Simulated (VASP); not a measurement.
# I (Fmmm) in VASP: relaxation of cell and atoms with r2SCAN

Aim: the relaxation of cell and atoms of I with r2SCAN.

Program: VASP 6.6.1. These are calculated values, not measurements. Logs are shortened: lines on timing, memory, paths and dates and some standing lists are left out, and cuts for length are marked.

## Step 1: The cell of the first run

The structure is orthorhombic, space group Fmmm (No. 69). Conventional cell: a = 4.384 Å, b = 4.731 Å, c = 7.820 Å, α = 90.00°, β = 90.00°, γ = 90.00°. I (site symmetry mmm) has 4 I at 3.23 Å within 4.2 Å.

## Step 2: Relaxation of cell and atoms, r2SCAN, target pressure 2 GPa, at which the enthalpy is minimised

Input file POSCAR:

```
I
1.0
    0.0000000000      2.3656004428      3.9098401324
    2.1922454667      0.0000000000      3.9098401324
    2.1922454667      2.3656004428      0.0000000000
I
1
Direct
    0.0000000000      0.0000000000      0.0000000000
```

Input file INCAR.step1:

```
SYSTEM = I
  ALGO = Normal
  EDIFF = 1E-4
  ENCUT = 600
  GGA = PE
  ISMEAR = -1
  LASPH = .TRUE.
  LCHARG = .FALSE.
  LREAL = .FALSE.
  LWAVE = .TRUE.
  NELM = 80
  PREC = Accurate
  SIGMA = 0.05
```

Input file INCAR.step2:

```
SYSTEM = I
  ALGO = Normal
  EDIFF = 1E-6
  EDIFFG = -0.01
  ENCUT = 600
  IBRION = 2
  ISIF = 3
  ISMEAR = -1
  ISTART = 1
  LASPH = .TRUE.
  LCHARG = .FALSE.
  LMIXTAU = .TRUE.
  LREAL = .FALSE.
  LWAVE = .FALSE.
  METAGGA = R2SCAN
  NELM = 80
  NSW = 60
  PREC = Accurate
  PSTRESS = 20.0
  SIGMA = 0.05
```

Input file KPOINTS:

```
k-points
0
G
  9 9 9
  0 0 0
```

Potentials or basis: VASP PAW PBE potentials, release 64 (I).

Launch:

```
> cat potpaw_PBE.64/I/POTCAR > POTCAR
> cp INCAR.step1 INCAR
> mpirun -np 1 vasp_std > vasp.out
> cp INCAR.step2 INCAR
> mpirun -np 1 vasp_std > vasp.out
```

OUTCAR:

```text
SYSTEM = I
   EDIFF = 1E-6
   EDIFFG = -0.01
   ENCUT = 600
   IBRION = 2
   ISIF = 3
   ISMEAR = -1
   ISTART = 1
   LASPH = .TRUE.
   LREAL = .FALSE.
   METAGGA = R2SCAN
   NELM = 80
   NSW = 60
   PREC = Accurate
   PSTRESS = 20.0

 ion  position               nearest neighbor table
   1  0.000  0.000  0.000-

  LATTYP: Found a face centered orthorhombic cell.
 ALAT       =     4.3844909334
 B/A-ratio  =     1.0790764441
 C/A-ratio  =     1.7834864717

  Lattice vectors:

 A1 = (   0.0000000000,   2.3656004428,   3.9098401324)
 A2 = (   2.1922454667,   0.0000000000,   3.9098401324)
 A3 = (   2.1922454667,   2.3656004428,   0.0000000000)

Analysis of symmetry for initial positions (statically):
=====================================================================
 Subroutine PRICEL returns:
 Original cell was already a primitive cell.

 Routine SETGRP: Setting up the symmetry group for a
 face centered orthorhombic supercell.

 Subroutine GETGRP returns: Found  8 space group operations
 (whereof  8 operations were pure point group operations)
 out of a pool of  8 trial point group operations.

The static configuration has the point symmetry D_2h.

Analysis of symmetry for dynamics (positions and initial velocities):
=====================================================================
 Subroutine PRICEL returns:
 Original cell was already a primitive cell.

 Routine SETGRP: Setting up the symmetry group for a
 face centered orthorhombic supercell.

 Subroutine GETGRP returns: Found  8 space group operations
 (whereof  8 operations were pure point group operations)
 out of a pool of  8 trial point group operations.

The dynamic configuration has the point symmetry D_2h.

 Subroutine INISYM returns: Found  8 space group operations
 (whereof  8 operations are pure point group operations),
 and found     1 'primitive' translations

----------------------------------------------------------------------------------------

                                     Primitive cell

  volume of cell :      40.5527

  direct lattice vectors                    reciprocal lattice vectors
     0.000000000  2.365600443  3.909840132    -0.228076649  0.211362828  0.127882467
[... 101 lines left out ...]
   IALGO  =     38    algorithm
   IMIX   =      4    mixing-type and parameters
     AMIX     =   0.40;   BMIX     =  1.00
     AMIX_MAG =   1.60;   BMIX_MAG =  1.00
  volume/ion in A,a.u.               =      40.55       273.66
  Fermi-wavevector in a.u.,A,eV,Ry     =   0.911523  1.722529 11.304731  0.830874
  Thomas-Fermi vector in A             =   2.035812
   LORBIT       =      0    0 simple, 1 ext, 2 COOP (PROOUT), +10 PAW based schemes
   METAGGA = R2SCAN    functional components
   LHFCALC =     F    Hartree Fock is set to
   AEXX    =    0.0000 exact exchange contribution
   IVDW    =     0    specifies the selected vdW correction
   LEPSILON=     F    determine dielectric tensor
   LRPA    =     F    only Hartree local field effects (RPA)
 conjugate gradient relaxation of ions
 non-spin polarized calculation
  energy-cutoff  :      600.00
  volume of cell :       40.55
 maximum number of plane-waves:      1376
 NGX is ok and might be reduce to    40
   NGX = 19   NGY = 17   NGZ = 13

--------------------------------------- Ionic step        1  -------------------------------------------

 number of electron       6.9999999 magnetization

 Free energy of the ion-electron system (eV)
  ---------------------------------------------------
  ext. energy  EPLUGINS =         0.00000000
  ---------------------------------------------------
  free energy    TOTEN  =       -24.40254934 eV

  energy without entropy =      -24.39800283  energy(sigma->0) =      -24.40027608

------------------------ aborting loop because EDIFF is reached ----------------------------------------

  FORCE on cell =-STRESS in cart. coord.  units (eV):
  Direction    XX          YY          ZZ          XY          YZ          ZX
  --------------------------------------------------------------------------------------
  -------------------------------------------------------------------------------------
  Total       -0.0209814     -0.0129972      0.0057991      0.0000000      0.0000000      0.0000000
  in kB       -0.8289458     -0.5135009      0.2291125      0.0000000      0.0000000      0.0000000
  external PRESSURE =     -20.3711114 kB  Pullay stress =      20.0000000 kB
[... 94 lines left out ...]
  energy  without entropy=      -24.3847199723  energy(sigma->0) =      -24.38658327

  enthalpy is  TOTEN    =       -23.9130482273 eV   P V=        0.4753983364

[... ionic steps 4 to 19 ...]

--------------------------------------- Ionic step       20  -------------------------------------------

 number of electron       7.0000000 magnetization

------------------------ aborting loop because EDIFF is reached ----------------------------------------
[... 69 lines left out ...]
--------------------------------------- Ionic step       22  -------------------------------------------

 number of electron       7.0000000 magnetization

 Free energy of the ion-electron system (eV)
  ---------------------------------------------------
  ext. energy  EPLUGINS =         0.00000000
  ---------------------------------------------------
  free energy    TOTEN  =       -24.37893526 eV

  energy without entropy =      -24.37443408  energy(sigma->0) =      -24.37668467

 E-fermi :   4.5879     XC(G=0):  -9.2725

 val. band max:        4.5508554510   @ k =   0.0000   0.1111   0.1111
 cond. band min:       4.5916786861   @ k =  -0.3333   0.4444   0.1111
 fundamental gap:      0.0408232351
 Fermi energy:         4.5879212795

 k-point     1 :       0.0000    0.0000    0.0000
  band No.  band energies     occupation
      1     -10.2899      2.00000
      2       2.8667      2.00000
      3       5.5500      0.00000
      4       5.7686      0.00000
      5      10.1144      0.00000
      6      12.4744      0.00000
      7      13.8346      0.00000
[... 221 lines left out ...]
 k-point    24 :       0.4444    0.4444    0.0000
  band No.  band energies     occupation
      1      -9.7926      2.00000
      2      -0.2850      2.00000
      3       5.1042      0.00007
      4       5.3524      0.00000
      5      11.6215      0.00000
      6      12.2363      0.00000
      7      17.6313      0.00000

 [... further k-points ...]

------------------------ aborting loop because EDIFF is reached ----------------------------------------

  FORCE on cell =-STRESS in cart. coord.  units (eV):
  Direction    XX          YY          ZZ          XY          YZ          ZX
  --------------------------------------------------------------------------------------
  -------------------------------------------------------------------------------------
  Total        0.4475982      0.4485005      0.4483612     -0.0000000      0.0000000      0.0000000
  in kB       19.9054153     19.9455451     19.9393462     -0.0000000      0.0000000      0.0000000
  external PRESSURE =      -0.0698978 kB  Pullay stress =      20.0000000 kB
[... 20 lines left out ...]
  energy  without entropy=      -24.3744340796  energy(sigma->0) =      -24.37668467

  enthalpy is  TOTEN    =       -23.9292102300 eV   P V=        0.4497250293

 reached required accuracy - stopping structural energy minimisation
```

OSZICAR.step1:

```text
N       E                     dE             d eps       ncg     rms          rms(c)
DAV:   1     0.245544865076E+02    0.24554E+02   -0.26872E+03  1750   0.793E+02
DAV:   2    -0.555496379292E+00   -0.25110E+02   -0.24182E+02  2345   0.102E+02
DAV:   3    -0.141504277435E+01   -0.85955E+00   -0.84521E+00  2191   0.224E+01
DAV:   4    -0.142108548813E+01   -0.60427E-02   -0.60425E-02  2674   0.236E+00
DAV:   5    -0.142112772223E+01   -0.42234E-04   -0.42234E-04  2401   0.135E-01    0.481E+00
DAV:   6    -0.139986904278E+01    0.21259E-01   -0.20325E-02  2184   0.892E-01    0.299E+00
DAV:   7    -0.139178642511E+01    0.80826E-02   -0.41147E-02  2163   0.130E+00    0.130E-01
DAV:   8    -0.139166362577E+01    0.12280E-03   -0.16347E-03  1960   0.319E-01    0.320E-02
DAV:   9    -0.139166825117E+01   -0.46254E-05   -0.18194E-05  1659   0.448E-02
   1 F= -.13916683E+01 E0= -.13891018E+01  d E =-.513296E-02
```

It took 63 min on 1 thread of Oxide Virtual Turin-like, shared host; peak memory 0.2 GiB.

Results:

* Free energy: -24.3789 eV
* Relaxed volume: 36.03 Å³/atom
* Relaxed cell: a = 4.247 Å, b = 4.185 Å, c = 3.181 Å, α = 68.89°, β = 66.80°, γ = 44.31°
* Space group after relaxing (to 0.1 Å): Fmmm (No. 69)
* Energy change on relaxing (the run minimises the enthalpy): +23.6 meV/atom
* Ionic steps: 22
* Pressure after relaxing: 2.0 GPa
* Band gap on the k mesh: zero (an odd number of electrons rules out a gap without spin polarisation)

Step by step:
| step | energy change (eV) | largest force (eV/Å) | pressure (GPa) | volume (Å³) |
| --- | --- | --- | --- | --- |
| 1 | 0.0000 | 0.0000 | -0.04 | 40.55 |
| 2 | 0.0209 | 0.0000 | 2.48 | 37.60 |
| 3 | 0.0141 | 0.0000 | 1.99 | 38.08 |
| 4 | 0.0154 | 0.0000 | 2.02 | 37.23 |
| 5 | 0.0222 | 0.0000 | 2.16 | 36.23 |
| 6 | 0.0263 | 0.0000 | 2.24 | 35.87 |
| 7 | 0.0257 | 0.0000 | 2.23 | 35.92 |
| 8 | 0.0208 | 0.0000 | 1.77 | 36.31 |
| 9 | 0.0229 | 0.0000 | 1.94 | 36.13 |
| 10 | 0.0230 | 0.0000 | 1.98 | 36.12 |
| 11 | 0.0229 | 0.0000 | 2.00 | 36.12 |
| 12 | 0.0229 | 0.0000 | 1.98 | 36.12 |
| 13 | 0.0227 | 0.0000 | 1.97 | 36.12 |
| 14 | 0.0226 | 0.0000 | 1.97 | 36.11 |
| 15 | 0.0231 | 0.0000 | 1.94 | 36.08 |
| 16 | 0.0229 | 0.0000 | 1.95 | 36.09 |
| 17 | 0.0227 | 0.0000 | 1.96 | 36.10 |
| 18 | 0.0227 | 0.0000 | 1.96 | 36.11 |
| 19 | 0.0249 | 0.0000 | 2.07 | 35.93 |
| 20 | 0.0236 | 0.0000 | 2.02 | 36.03 |
| 21 | 0.0236 | 0.0000 | 1.92 | 36.03 |
| 22 | 0.0236 | 0.0000 | 1.99 | 36.03 |

Final structure:
```xyz
1
Lattice="0.0000 2.3068 3.5661 2.1897 0.0000 3.5661 2.1897 2.3068 0.0000" Properties=species:S:1:pos:R:3 pbc="T T T"
I     0.0000    0.0000    0.0000
```

Levels at points of the mesh, in eV from the Fermi level:
```
           k point  band 1  band 2  band 3  band 4  band 5  band 6  band 7
(0.00, 0.00, 0.00)  -14.88   -1.72    0.96    1.18    5.53    7.89    9.25
```

Caveat: the cell is relaxed towards a set pressure, so the run minimises the enthalpy, not the energy; the PAW data sets were made with another functional, which shifts forces and pressure a little; spin-orbit coupling is left out, which moves the levels of the heavy elements; an odd number of electrons without spin polarisation forces a metal; a magnetic or distorted state may lie lower.

The gap in the log of VASP goes by the Fermi energy; the results here count the filled bands.